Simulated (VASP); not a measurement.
Input of a VASP 6.6.1 run:

File INCAR:

```
SYSTEM = AgI
PREC     = Accurate       ! precision mode
ENCUT    = 500            ! plane-wave cutoff, eV
EDIFF    = 1E-6           ! SCF threshold, eV
ISMEAR   = -1             ! smearing method
SIGMA    = 0.02           ! smearing width, eV
LREAL    = .False.        ! projectors in reciprocal space
LASPH    = .True.         ! aspherical terms in the spheres
NELM     = 120            ! most SCF steps
ALGO     = Normal         ! electronic algorithm
ISIF     = 2              ! what is computed and relaxed
LWAVE    = .False.        ! write WAVECAR
LCHARG   = .False.        ! write CHGCAR
GGA      = PE             ! functional
NBANDS   = 26             ! bands
GGA_COMPAT= .False.
```

The input KPOINTS:

```
Automatic mesh
0
Gamma
  6 6 4
  0 0 0
```

The input POSCAR:

```
AgI
1.0
    4.6508717364      0.0000000000      0.0000000000
   -2.3254358682      4.0277730735      0.0000000000
    0.0000000000      0.0000000000      7.7132860812
Ag I
2 2
Direct
    0.3333333333      0.6666666667      0.0020376146
    0.6666666667      0.3333333333      0.5020376146
    0.3333333333      0.6666666667      0.3729623854
    0.6666666667      0.3333333333      0.8729623854
```

Potentials or basis: VASP PAW PBE potentials, release 64 (Ag, I).

The run is started by

```sh
$ cat potpaw_PBE.64/Ag/POTCAR potpaw_PBE.64/I/POTCAR > POTCAR
$ mpirun -np 1 vasp_std > vasp.out
```

Q: What does it give for the largest force?

A: 0.003 eV/Å.

Q: Predict the band gap on the k mesh.

A: 1.36 eV, direct.

Forces on the atoms (eV/Å):
```
Ag   0.000  0.000 -0.003
Ag   0.000  0.000 -0.003
I    0.000  0.000  0.003
I    0.000  0.000  0.003
```

Caveat: the cell differs from its parent crystal (uniaxial z strain +1.5%); spin-orbit coupling is left out, which moves the levels of the heavy elements.
